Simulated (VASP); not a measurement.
Wanted: the native input for a VASP 6.6.1 run.

* Task: single point
* Functional: LDA
* Potentials or basis: VASP PAW LDA potentials, release 64 (Ag)
* Cutoff: 520 eV
* k mesh: 18 × 18 × 18
* Occupations: fermi-dirac, width 0.05 eV
* Spin: no spin polarisation
* Dipole correction: no
* k mesh for the DOS: 27 × 27 × 27
* Occupations for the DOS: tetrahedron
* Further INCAR settings: ALGO = Normal; EDIFF = 1e-06

Crystal: Ag.

```
Ag
1.0
     0.00000    2.00090    2.00090
     2.00090    0.00000    2.00090
     2.00090    2.00090    0.00000
Ag
1
Direct
  0.00000 0.00000 0.00000
```

The input as run:

POSCAR

```
Ag
1.0
    0.0000000000      2.0008994658      2.0008994658
    2.0008994658      0.0000000000      2.0008994658
    2.0008994658      2.0008994658      0.0000000000
Ag
1
Direct
    0.0000000000      0.0000000000      0.0000000000
```

INCAR.step1

```
SYSTEM = Ag
PREC     = Accurate       ! precision mode
ENCUT    = 520            ! plane-wave cutoff, eV
EDIFF    = 1E-6           ! SCF threshold, eV
ISMEAR   = -1             ! smearing method
SIGMA    = 0.05           ! smearing width, eV
LREAL    = .FALSE.        ! projectors in reciprocal space
LASPH    = .TRUE.         ! aspherical terms in the spheres
NELM     = 80             ! most SCF steps
ALGO     = Normal         ! electronic algorithm
ISIF     = 2              ! what is computed and relaxed
LWAVE    = .FALSE.        ! write WAVECAR
LCHARG   = .TRUE.         ! write CHGCAR
LMAXMIX  = 4              ! l up to which the mixer works
NBANDS   = 12             ! bands
```

KPOINTS.step1

```
Automatic mesh
0
G
  18 18 18
  0 0 0
```

INCAR.step2

```
SYSTEM = Ag
PREC     = Accurate       ! precision mode
ENCUT    = 520            ! plane-wave cutoff, eV
EDIFF    = 1E-6           ! SCF threshold, eV
ISMEAR   = -5             ! smearing method
SIGMA    = 0.05           ! smearing width, eV
LREAL    = .FALSE.        ! projectors in reciprocal space
LASPH    = .TRUE.         ! aspherical terms in the spheres
NELM     = 80             ! most SCF steps
ALGO     = Normal         ! electronic algorithm
ISIF     = 2              ! what is computed and relaxed
LWAVE    = .FALSE.        ! write WAVECAR
LCHARG   = .FALSE.        ! write CHGCAR
LMAXMIX  = 4              ! l up to which the mixer works
LORBIT   = 11             ! projections on sites
NEDOS    = 1001           ! points of the DOS
ICHARG   = 11             ! starting density
```

KPOINTS.step2

```
Automatic mesh
0
G
  27 27 27
  0 0 0
```

Potentials or basis: VASP PAW LDA potentials, release 64 (Ag).

Launch:

```console
$ cat potpaw_LDA.64/Ag/POTCAR > POTCAR
$ cp INCAR.step1 INCAR
$ cp KPOINTS.step1 KPOINTS
$ mpirun -np 1 vasp_std > vasp.out
$ cp INCAR.step2 INCAR
$ cp KPOINTS.step2 KPOINTS
$ mpirun -np 1 vasp_std > vasp.out
```

Results of the run:

```yaml
Valence_electrons_inside_the_program's_atomic_spheres: Ag 9.94
```

It took 76 s on 1 thread of Intel Xeon 8259CL (shared host), peak memory 0.21 GiB.
